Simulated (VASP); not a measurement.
Input of a VASP 6.6.1 run:

Contents of POSCAR:

```
As
1.0
    0.0000000000      2.2035342990      2.2035342990
    2.2035342990      0.0000000000      2.2035342990
    2.2035342990      2.2035342990      0.0000000000
As
1
Direct
    0.0000000000      0.0000000000      0.0000000000
```

Contents of INCAR.step1:

```
PREC     = Accurate       # precision mode
ENCUT    = 520            # plane-wave cutoff, eV
ISMEAR   = -1             # smearing method
SIGMA    = 0.1            # smearing width, eV
LREAL    = F              # projectors in reciprocal space
LASPH    = T              # aspherical terms in the spheres
NELM     = 80             # most SCF steps
NBANDS   = 8              # bands
GGA      = PE             # functional
ALGO     = Normal         # electronic algorithm
EDIFF    = 1E-4           # SCF threshold, eV
LWAVE    = T              # write WAVECAR
LCHARG   = F              # write CHGCAR
```

INCAR.step2

```
PREC     = Accurate       # precision mode
ENCUT    = 520            # plane-wave cutoff, eV
EDIFF    = 1E-6           # SCF threshold, eV
ISMEAR   = -1             # smearing method
SIGMA    = 0.1            # smearing width, eV
LREAL    = F              # projectors in reciprocal space
LASPH    = T              # aspherical terms in the spheres
NELM     = 80             # most SCF steps
ALGO     = Normal         # electronic algorithm
ISIF     = 2              # what is computed and relaxed
LWAVE    = F              # write WAVECAR
LCHARG   = F              # write CHGCAR
METAGGA  = R2SCAN         # meta-GGA
LMIXTAU  = T            
NBANDS   = 8              # bands
ISTART   = 1
```

KPOINTS

```
Automatic mesh
0
Gamma
  14 14 14
```

Potentials or basis: VASP PAW PBE potentials, release 64 (As).

Command:

```sh
$ cat potpaw_PBE.64/As/POTCAR > POTCAR
$ cp INCAR.step1 INCAR
$ mpirun -np 1 vasp_std > vasp.out
$ cp INCAR.step2 INCAR
$ mpirun -np 1 vasp_std > vasp.out
```

What does it give for the pressure?

-7.4 GPa.

Caveat: the PAW data sets were made with another functional, which shifts forces and pressure a little.
